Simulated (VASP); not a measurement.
Set up this calculation in VASP 6.6.1, as the native input.

| Item | Value |
| --- | --- |
| Task | single point |
| Functional | PBE |
| Potentials or basis | VASP PAW PBE potentials, release 64 (Bi_d, Te) |
| Cutoff | 520 eV |
| k mesh | 12 × 12 × 12 |
| Occupations | gaussian, width 0.1 eV |
| Spin | no spin polarisation |
| Dipole correction | no |
| Further INCAR settings | ALGO = Normal; EDIFF = 1e-06; NBANDS = 18 |

The structure of BiTe lies in POSCAR:

```
BiTe
1.0
    0.0000000000      3.2511940018      3.2511940018
    3.2511940018      0.0000000000      3.2511940018
    3.2511940018      3.2511940018      0.0000000000
Bi Te
1 1
Direct
    0.5000000000      0.5000000000      0.5000000000
    0.0000000000      0.0000000000      0.0000000000
```

These files were run (other wordings do the same):

INCAR

```
ALGO     = Normal         # electronic algorithm
EDIFF    = 1E-6           # SCF threshold, eV
ENCUT    = 520            # plane-wave cutoff, eV
GGA      = PE             # functional
ISIF     = 2              # what is computed and relaxed
ISMEAR   = 0              # smearing method
LASPH    = True           # aspherical terms in the spheres
LCHARG   = True           # write CHGCAR
LELF     = True           # ELF
LREAL    = False          # projectors in reciprocal space
LVHAR    = True         
LWAVE    = False          # write WAVECAR
NBANDS   = 18             # bands
NELM     = 80             # most SCF steps
PREC     = Accurate       # precision mode
SIGMA    = 0.1            # smearing width, eV
```

KPOINTS

```
k-points
0
Gamma
  12 12 12
```

Potentials or basis: VASP PAW PBE potentials, release 64 (Bi_d, Te).

The run is started by

```bash
$ cat potpaw_PBE.64/Bi_d/POTCAR potpaw_PBE.64/Te/POTCAR > POTCAR
$ mpirun -np 1 vasp_std > vasp.out
```

Results of the run:

```yaml
Pressure: -0.1 GPa
```

Run time: 60 s on 1 thread of Intel Xeon 6975P-C, on a shared host, peak memory 0.26 GiB.
